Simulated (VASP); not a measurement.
# Ge in VASP: further runs, part 2 of 3

VASP 6.6.1. The steps go on from the part before.

## (3) Electric field gradients, PBE

INCAR reads:

```
  PREC = Accurate
  ENCUT = 520
  EDIFF = 1E-8
  ISMEAR = -1
  SIGMA = 0.05
  LREAL = F
  LASPH = T
  NELM = 60
  ALGO = Normal
  ISIF = 2
  LWAVE = F
  LCHARG = F
  GGA = PE
  LEFG = T
  NBANDS = 21
```

KPOINTS reads:

```
regular mesh
0
Gamma
  8 8 8
```

POSCAR reads:

```
Ge
1.0
    0.0000000000      2.8287700000      2.8287700000
    2.8287700000      0.0000000000      2.8287700000
    2.8287700000      2.8287700000      0.0000000000
Ge
2
Direct
    0.5000000000      0.5000000000      0.5000000000
    0.7500000000      0.7500000000      0.7500000000
```

Potentials or basis: VASP PAW PBE potentials, release 64 (Ge_d).

On the command line:

```sh
> cat potpaw_PBE.64/Ge_d/POTCAR > POTCAR
> mpirun -np 1 vasp_std > vasp.out
```

OUTCAR:

```text
PREC = Accurate
   ENCUT = 520
   EDIFF = 1E-8
   ISMEAR = -1
   LREAL = F
   LASPH = T
   NELM = 60
   ISIF = 2
   GGA = PE

 ion  position               nearest neighbor table
   1  0.500  0.500  0.500-   2 2.45   2 2.45   2 2.45   2 2.45
   2  0.750  0.750  0.750-   1 2.45   1 2.45   1 2.45   1 2.45

  LATTYP: Found a face centered cubic cell.
 ALAT       =     5.6575400000

  Lattice vectors:

 A1 = (   0.0000000000,   2.8287700000,   2.8287700000)
 A2 = (   2.8287700000,   0.0000000000,   2.8287700000)
 A3 = (   2.8287700000,   2.8287700000,   0.0000000000)

Analysis of symmetry for initial positions (statically):
=====================================================================
 Subroutine PRICEL returns:
 Original cell was already a primitive cell.

 Routine SETGRP: Setting up the symmetry group for a
 face centered cubic supercell.

[... 765 lines left out ...]
  energy-cutoff  :      520.00
  volume of cell :       45.27
      direct lattice vectors                 reciprocal lattice vectors
     0.000000000  2.828770000  2.828770000    -0.176755268  0.176755268  0.176755268
     2.828770000  0.000000000  2.828770000     0.176755268 -0.176755268  0.176755268
     2.828770000  2.828770000  0.000000000     0.176755268  0.176755268 -0.176755268

 POSITION                                       TOTAL-FORCE (eV/Angst)
 -----------------------------------------------------------------------------------
      2.82877      2.82877      2.82877         0.000000      0.000000     -0.000000
      4.24315      4.24315      4.24315        -0.000000     -0.000000      0.000000
 -----------------------------------------------------------------------------------
    total drift:                                0.000000     -0.000000     -0.000000

  FREE ENERGIE OF THE ION-ELECTRON SYSTEM (eV)
  ---------------------------------------------------
  free  energy   TOTEN  =        -8.9990945419 eV

  energy  without entropy=       -8.9983705017  energy(sigma->0) =       -8.99873252

 Electric field gradients (V/A^2)
---------------------------------------------------------------------
 ion       V_xx      V_yy      V_zz      V_xy      V_xz      V_yz
---------------------------------------------------------------------
   1       0.000    -0.000     0.000     0.004     0.004     0.004
   2       0.000    -0.000     0.000     0.004     0.004     0.004
---------------------------------------------------------------------

 Electric field gradients after diagonalization (V/A^2)
 (convention: |V_zz| > |V_xx| > |V_yy|)
----------------------------------------------------------------------
 ion       V_xx      V_yy      V_zz     asymmetry (V_yy - V_xx)/ V_zz
----------------------------------------------------------------------
   1      -0.004    -0.004     0.007       0.000
   2      -0.004    -0.004     0.007       0.000
----------------------------------------------------------------------

           NMR quadrupolar parameters

 Cq : quadrupolar parameter    Cq=e*Q*V_zz/h
 eta: asymmetry parameters     (V_yy - V_xx)/ V_zz
 Q  : nuclear electric quadrupole moment in mb (millibarn)
----------------------------------------------------------------------
 ion       Cq(MHz)       eta       Q (mb)
----------------------------------------------------------------------
   1       0.000       0.000       1.000
   2       0.000       0.000       1.000
----------------------------------------------------------------------
```

OSZICAR:

```text
N       E                     dE             d eps       ncg     rms          rms(c)
DAV:   1     0.201084107581E+03    0.20108E+03   -0.14619E+04  1390   0.365E+03
DAV:   2     0.203040104241E+02   -0.18078E+03   -0.17520E+03  1218   0.652E+02
DAV:   3    -0.810924368269E+01   -0.28413E+02   -0.28252E+02  1363   0.147E+02
DAV:   4    -0.907141722109E+01   -0.96217E+00   -0.96149E+00  1403   0.317E+01
DAV:   5    -0.908718729965E+01   -0.15770E-01   -0.15770E-01  1343   0.452E+00    0.321E+00
DAV:   6    -0.902806445413E+01    0.59123E-01   -0.22077E-02  1419   0.144E+00    0.190E+00
DAV:   7    -0.899716879934E+01    0.30896E-01   -0.48206E-02  1360   0.195E+00    0.147E-01
DAV:   8    -0.899886646285E+01   -0.16977E-02   -0.57570E-03  1378   0.897E-01    0.438E-02
DAV:   9    -0.899907849731E+01   -0.21203E-03   -0.25025E-04  1368   0.169E-01    0.140E-02
DAV:  10    -0.899909243893E+01   -0.13942E-04   -0.29564E-05  1407   0.633E-02    0.623E-03
DAV:  11    -0.899909446678E+01   -0.20279E-05   -0.50773E-06  1331   0.300E-02    0.197E-03
DAV:  12    -0.899909458575E+01   -0.11897E-06   -0.22741E-07  1363   0.495E-03    0.556E-04
DAV:  13    -0.899909457000E+01    0.15754E-07   -0.18049E-08  1100   0.225E-03    0.182E-04
DAV:  14    -0.899909454115E+01    0.28850E-07   -0.27748E-09   804   0.499E-04    0.261E-05
DAV:  15    -0.899909454186E+01   -0.71759E-09   -0.36710E-10   684   0.233E-04
   1 F= -.89990945E+01 E0= -.89987325E+01  d E =-.724040E-03
```

stdout:

```text
POSCAR found type information on POSCAR Ge
 POSCAR found :  1 types and       2 ions
 scaLAPACK will be used
 LDA part: xc-table for (Slater+PW92), standard interpolation
 POSCAR, INCAR and KPOINTS ok, starting setup
 FFT: planning ... GRIDC
 FFT: planning ... GRID_SOFT
 FFT: planning ... GRID
 WAVECAR not read
 entering main loop
ion   1

ion   2
```

It took 35 s on 1 thread of Intel Xeon Platinum 8259CL at 2.50GHz (Skylake/Cascade Lake), shared host; peak memory 0.17 GiB.

What came out:

```
Free energy : -8.9991 eV
Pressure    : 3.6 GPa
```

Caveat: without QUAD_EFG the Cq values of the log hold for a quadrupole moment of 1 mb, not for the nuclei.

## (4) Electric field gradients, PBE

INCAR reads:

```
SYSTEM = Ge
ALGO = Normal
EDIFF = 1E-8
ENCUT = 520
GGA = PE
ISIF = 2
ISMEAR = -1
LASPH = .TRUE.
LCHARG = .FALSE.
LEFG = .TRUE.
LREAL = .FALSE.
LWAVE = .FALSE.
NBANDS = 21
NELM = 100
PREC = Accurate
SIGMA = 0.05
```

KPOINTS reads:

```
k-points
0
G
  15 15 15
  0 0 0
```

POSCAR is that of step 3.

Potentials or basis: VASP PAW PBE potentials, release 64 (Ge_d).

On the command line:

```sh
> cat potpaw_PBE.64/Ge_d/POTCAR > POTCAR
> mpirun -np 1 vasp_std > vasp.out
```

OUTCAR:

```text
SYSTEM = Ge
   EDIFF = 1E-8
   ENCUT = 520
   GGA = PE
   ISIF = 2
   ISMEAR = -1
   LASPH = .TRUE.
   LREAL = .FALSE.
   NELM = 100
   PREC = Accurate

 ion  position               nearest neighbor table
   1  0.500  0.500  0.500-   2 2.45   2 2.45   2 2.45   2 2.45
   2  0.750  0.750  0.750-   1 2.45   1 2.45   1 2.45   1 2.45

  LATTYP: Found a face centered cubic cell.
 ALAT       =     5.6575400000

  Lattice vectors:

 A1 = (   0.0000000000,   2.8287700000,   2.8287700000)
 A2 = (   2.8287700000,   0.0000000000,   2.8287700000)
 A3 = (   2.8287700000,   2.8287700000,   0.0000000000)

Analysis of symmetry for initial positions (statically):
=====================================================================
 Subroutine PRICEL returns:
 Original cell was already a primitive cell.

 Routine SETGRP: Setting up the symmetry group for a
 face centered cubic supercell.

 Subroutine GETGRP returns: Found 48 space group operations
 (whereof 24 operations were pure point group operations)
 out of a pool of 48 trial point group operations.

The static configuration has the point symmetry T_d .
 The point group associated with its full space group is O_h .

Analysis of symmetry for dynamics (positions and initial velocities):
=====================================================================
 Subroutine PRICEL returns:
 Original cell was already a primitive cell.

 Routine SETGRP: Setting up the symmetry group for a
 face centered cubic supercell.

 Subroutine GETGRP returns: Found 48 space group operations
 (whereof 24 operations were pure point group operations)
 out of a pool of 48 trial point group operations.

The dynamic configuration has the point symmetry T_d .
 The point group associated with its full space group is O_h .

 Subroutine INISYM returns: Found 48 space group operations
 (whereof 24 operations are pure point group operations),
 and found     1 'primitive' translations

----------------------------------------------------------------------------------------

                                     Primitive cell

  volume of cell :      45.2713

  direct lattice vectors                    reciprocal lattice vectors
     0.000000000  2.828770000  2.828770000    -0.176755268  0.176755268  0.176755268
     2.828770000  0.000000000  2.828770000     0.176755268 -0.176755268  0.176755268
     2.828770000  2.828770000  0.000000000     0.176755268  0.176755268 -0.176755268

  length of vectors
     4.000484899  4.000484899  4.000484899     0.306149105  0.306149105  0.306149105

  position of ions in fractional coordinates (direct lattice)
     0.500000000  0.500000000  0.500000000
     0.750000000  0.750000000  0.750000000

  ion indices of the primitive-cell ions
   primitive index   ion index
                 1           1
                 2           2

----------------------------------------------------------------------------------------

 KPOINTS: k-points

[... 66 lines left out ...]
   NELM   =    100;   NELMIN=  2; NELMDL= -5     # of ELM steps
   EDIFF  = 0.1E-07   stopping-criterion for ELM
   LREAL  =      F    real-space projection
   EDIFFG = 0.1E-06   stopping-criterion for IOM
   NSW    =      0    number of steps for IOM
   IBRION =     -1    ionic relax: 0-MD 1-quasi-New 2-CG
   NFREE  =      0    steps in history (QN), initial steepest desc. (CG)
   ISIF   =      2    stress and relaxation
   ISYM   =      2    0-nonsym 1-usesym 2-fastsym
   POTIM  = 0.5000    time-step for ionic-motion
   TEBEG  =    0.0;   TEEND  =   0.0 temperature during run
   PSTRESS=    0.0 pullay stress
   NELECT =      28.0000    total number of electrons
   NUPDOWN=      -1.0000    fix difference up-down
   EMIN   =  10.00;   EMAX   =-10.00  energy-range for DOS
   EFERMI =   0.00;   METHOD = LEGACY
   ISMEAR =    -1;   SIGMA  =   0.05  broadening in eV -4-tet -1-fermi 0-gaus
   EFERMI_NEDOS =   21; number of points for ismear=-14 and -15
   IALGO  =     38    algorithm
   IMIX   =      4    mixing-type and parameters
     AMIX     =   0.40;   BMIX     =  1.00
     AMIX_MAG =   1.60;   BMIX_MAG =  1.00
  volume/ion in A,a.u.               =      22.64       152.75
  Fermi-wavevector in a.u.,A,eV,Ry     =   1.394825  2.635838 26.470653  1.945538
  Thomas-Fermi vector in A             =   2.518337
   LORBIT       =      0    0 simple, 1 ext, 2 COOP (PROOUT), +10 PAW based schemes
   GGA     = PE    functional components
   LHFCALC =     F    Hartree Fock is set to
   AEXX    =    0.0000 exact exchange contribution
   IVDW    =     0    specifies the selected vdW correction
   LEPSILON=     F    determine dielectric tensor
   LRPA    =     F    only Hartree local field effects (RPA)
 non-spin polarized calculation
  energy-cutoff  :      520.00
  volume of cell :       45.27
 maximum number of plane-waves:      1243
 NGX is ok and might be reduce to    30
   NGX = 15   NGY = 15   NGZ = 15

 number of electron      28.0000022 magnetization

 Free energy of the ion-electron system (eV)
  ---------------------------------------------------
  ext. energy  EPLUGINS =         0.00000000
  ---------------------------------------------------
  free energy    TOTEN  =        -9.00976829 eV

  energy without entropy =       -9.00950439  energy(sigma->0) =       -9.00963634

 E-fermi :   5.0622     XC(G=0):  -9.9258

 val. band max:        5.0288488085   @ k =   0.0000   0.0000   0.0000
 cond. band min:       5.1875265192   @ k =   0.4667   0.0000   0.0000
 fundamental gap:      0.1586777107
 Fermi energy:         5.0621711836

 k-point     1 :       0.0000    0.0000    0.0000
  band No.  band energies     occupation
      1     -19.8223      2.00000
      2     -19.8223      2.00000
      3     -19.8223      2.00000
      4     -19.7861      2.00000
      5     -19.7861      2.00000
      6     -19.5755      2.00000
[... 565 lines left out ...]
     20      13.4934      0.00000
     21      14.6820      0.00000

 [... further k-points ...]
[... 5 lines left out ...]
  --------------------------------------------------------------------------------------
  -------------------------------------------------------------------------------------
  Total        1.0188056      1.0188056      1.0188056     -0.0000000      0.0000000     -0.0000000
  in kB       36.0561214     36.0561214     36.0561214     -0.0000000      0.0000000     -0.0000000
  external PRESSURE =      36.0561214 kB  Pullay stress =       0.0000000 kB

 VOLUME and BASIS-vectors are now :
 -----------------------------------------------------------------------------
  energy-cutoff  :      520.00
  volume of cell :       45.27
      direct lattice vectors                 reciprocal lattice vectors
     0.000000000  2.828770000  2.828770000    -0.176755268  0.176755268  0.176755268
     2.828770000  0.000000000  2.828770000     0.176755268 -0.176755268  0.176755268
     2.828770000  2.828770000  0.000000000     0.176755268  0.176755268 -0.176755268

 POSITION                                       TOTAL-FORCE (eV/Angst)
 -----------------------------------------------------------------------------------
      2.82877      2.82877      2.82877         0.000000      0.000000      0.000000
      4.24315      4.24315      4.24315        -0.000000     -0.000000     -0.000000
 -----------------------------------------------------------------------------------
    total drift:                                0.000000     -0.000000      0.000000

  FREE ENERGIE OF THE ION-ELECTRON SYSTEM (eV)
  ---------------------------------------------------
  free  energy   TOTEN  =        -9.0097682945 eV

  energy  without entropy=       -9.0095043870  energy(sigma->0) =       -9.00963634

 Electric field gradients (V/A^2)
---------------------------------------------------------------------
 ion       V_xx      V_yy      V_zz      V_xy      V_xz      V_yz
---------------------------------------------------------------------
   1       0.000    -0.000     0.000     0.004     0.004     0.004
   2       0.000    -0.000     0.000     0.004     0.004     0.004
---------------------------------------------------------------------

 Electric field gradients after diagonalization (V/A^2)
 (convention: |V_zz| > |V_xx| > |V_yy|)
----------------------------------------------------------------------
 ion       V_xx      V_yy      V_zz     asymmetry (V_yy - V_xx)/ V_zz
----------------------------------------------------------------------
   1      -0.004    -0.004     0.007       0.000
   2      -0.004    -0.004     0.007       0.000
----------------------------------------------------------------------

           NMR quadrupolar parameters

 Cq : quadrupolar parameter    Cq=e*Q*V_zz/h
 eta: asymmetry parameters     (V_yy - V_xx)/ V_zz
 Q  : nuclear electric quadrupole moment in mb (millibarn)
----------------------------------------------------------------------
 ion       Cq(MHz)       eta       Q (mb)
----------------------------------------------------------------------
   1       0.000       0.000       1.000
   2       0.000       0.000       1.000
----------------------------------------------------------------------
```

stdout:

```text
POSCAR found type information on POSCAR Ge
 POSCAR found :  1 types and       2 ions
 scaLAPACK will be used
 LDA part: xc-table for (Slater+PW92), standard interpolation
 POSCAR, INCAR and KPOINTS ok, starting setup
 FFT: planning ... GRIDC
 FFT: planning ... GRID_SOFT
 FFT: planning ... GRID
 WAVECAR not read
 entering main loop
ion   1

ion   2
```

Run time: 98 s. Hardware: 1 thread of Intel Xeon Platinum 8259CL at 2.50GHz (Skylake/Cascade Lake), shared host; peak memory 0.22 GiB.

Results:

```yaml
Free_energy: -9.0098 eV
Pressure: 3.6 GPa
```

Caveat: without QUAD_EFG the Cq values of the log hold for a quadrupole moment of 1 mb, not for the nuclei.

[end of part 2 of 3]
